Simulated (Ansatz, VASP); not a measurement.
## One calculation of CsSnBr3, two programs

File INCAR:

```
SYSTEM = CsSnBr3
PREC = Accurate
ENCUT = 500
EDIFF = 1E-6
ISMEAR = 0
SIGMA = 0.01
LREAL = .False.
LASPH = .True.
NELM = 120
ALGO = Normal
ISIF = 2
LWAVE = .False.
LCHARG = .True.
GGA = PE
LELF = .True.
LVHAR = .True.
NBANDS = 30
GGA_COMPAT = .False.
```

File KPOINTS:

```
Automatic mesh
0
Gamma
  4 4 4
  0 0 0
```

File POSCAR:

```
CsSnBr3
1.0
    5.7867710439      0.0000000000      0.0000000000
    0.0000000000      5.7867710439      0.0000000000
    0.0000000000      0.0000000000      5.7867710439
Cs Sn Br
1 1 3
Direct
    0.0000000000      0.0000000000      0.0000000000
    0.5000000000      0.5000000000      0.5000000000
    0.5000000000      0.5000000000      0.0000000000
    0.5000000000      0.0000000000      0.5000000000
    0.0000000000      0.5000000000      0.5000000000
```

Input for Ansatz:

```yaml
crystal:
  lattice:
    - [5.7867710439, 0.0, 0.0]
    - [0.0, 5.7867710439, 0.0]
    - [0.0, 0.0, 5.7867710439]
  atoms:
    - { symbol: Cs, position: [0.0, 0.0, 0.0] }
    - { symbol: Sn, position: [0.5, 0.5, 0.5] }
    - { symbol: Br, position: [0.5, 0.5, 0.0] }
    - { symbol: Br, position: [0.5, 0.0, 0.5] }
    - { symbol: Br, position: [0.0, 0.5, 0.5] }
kpoints:
  mp_grid: { grid: [4, 4, 4] }
hamiltonian:
  xc: pbe
scf:
  occupations: { method: fixed }
  n_extra_bands: 5
output:
  forces: true
  stress: true
  eigenvalues: true
```

Alike in both runs: task single point; functional PBE; k mesh 4 × 4 × 4; no spin polarisation.

|  | VASP | Ansatz |
| --- | --- | --- |
| version | VASP 6.6.1 | Ansatz 0.2.0 |
| potentials or method | VASP PAW PBE potentials, release 64 (Cs_sv, Sn_d, Br) | plane waves, PAW |
| plane-wave cutoff (eV) | 500 | 420 |
| occupations | gaussian, width 0.01 eV | fixed |
| valence electrons in the cell | 44 | 44 |

```csv
,VASP,Ansatz,Ansatz less VASP
gap on the k mesh at the Fermi level (eV),0.35,0.35,+0.001
pressure (GPa),1.4,1.4,+0.01
```

Neither program's run includes spin-orbit coupling.
